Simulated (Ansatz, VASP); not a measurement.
Cs3C2: VASP beside Ansatz

```
Cs C
1.0
     4.79073    0.00000    0.00000
    -2.39536    4.14889    0.00000
     0.00000    0.00000    7.45359
Cs C
3 2
Direct
  0.00000 0.00000 0.00000
  0.33333 0.66667 0.64500
  0.66667 0.33333 0.35500
  0.33333 0.66667 0.24500
  0.66667 0.33333 0.75500
```

Alike in both runs: task single point; functional r2SCAN; k mesh 6 × 6 × 4; occupations gaussian, width 0.1 eV; no spin polarisation.

|  | VASP | Ansatz |
| --- | --- | --- |
| version | VASP 6.6.1 | Ansatz 0.2.0 |
| potentials or method | VASP PAW PBE potentials, release 64 (Cs_sv, C), cutoff 520 eV | scalar-relativistic, plane waves, PAW |
| valence electrons in the cell | 35 | 35 |

Ansatz gave:

* gap on the k mesh at the Fermi level (eV): none
* pressure (GPa): 3.6
* traceless stress, the component that is largest in VASP (GPa): -0.19
* rms of the force components (eV/Å): 0.268

Problem. Estimate VASP's values.

Solution. gap on the k mesh at the Fermi level (eV): none; pressure (GPa): 3.9; traceless stress, the component that is largest in VASP (GPa): -0.21; rms of the force components (eV/Å): 0.274.

VASP's potentials were made for PBE, not for r2SCAN. Atom by atom the forces differ by 0.015 eV/Å (rms over components). A gap of «none» marks a metal or a gap that the smearing closes. With one functional, cell and mesh, what is left measures potentials, basis and numerics.

Neither program's run includes spin-orbit coupling.
